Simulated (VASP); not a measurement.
A run of VASP 6.6.1 is set up as follows.

The input INCAR:

```
SYSTEM = PtSe
  PREC = Accurate
  ENCUT = 520
  EDIFF = 1E-6
  ISMEAR = -1
  SIGMA = 0.03
  LREAL = .False.
  LASPH = .True.
  NELM = 150
  ALGO = Normal
  ISIF = 2
  LWAVE = .False.
  LCHARG = .False.
  MAGMOM = 0 0 0 0 0 0
  LORBIT = 11
  LSORBIT = .True.
  GGA_COMPAT = .False.
  LORBMOM = .True.
  LMAXMIX = 4
  GGA = PE
  NBANDS = 28
```

File KPOINTS:

```
regular mesh
0
Gamma
  11 11 11
  0 0 0
```

File POSCAR:

```
PtSe
1.0
    0.0000000000      2.6439660098      2.6439660098
    2.6439660098      0.0000000000      2.6439660098
    2.6439660098      2.6439660098      0.0000000000
Pt Se
1 1
Direct
    0.0000000000      0.0000000000      0.0000000000
    0.5000000000      0.5000000000      0.5000000000
```

Potentials or basis: VASP PAW PBE potentials, release 64 (Pt, Se).

Run with:

```bash
$ cat potpaw_PBE.64/Pt/POTCAR potpaw_PBE.64/Se/POTCAR > POTCAR
$ mpirun -np 1 vasp_ncl > vasp.out
```

Question: Predict the net moment.

Answer: 0.00 μB per cell.

Question: Estimate the pressure.

Answer: 0.3 GPa.

Moments on the atoms (μB; x, y, z):
```
Pt  0.00 0.00 0.00
Se  0.00 0.00 0.00
```
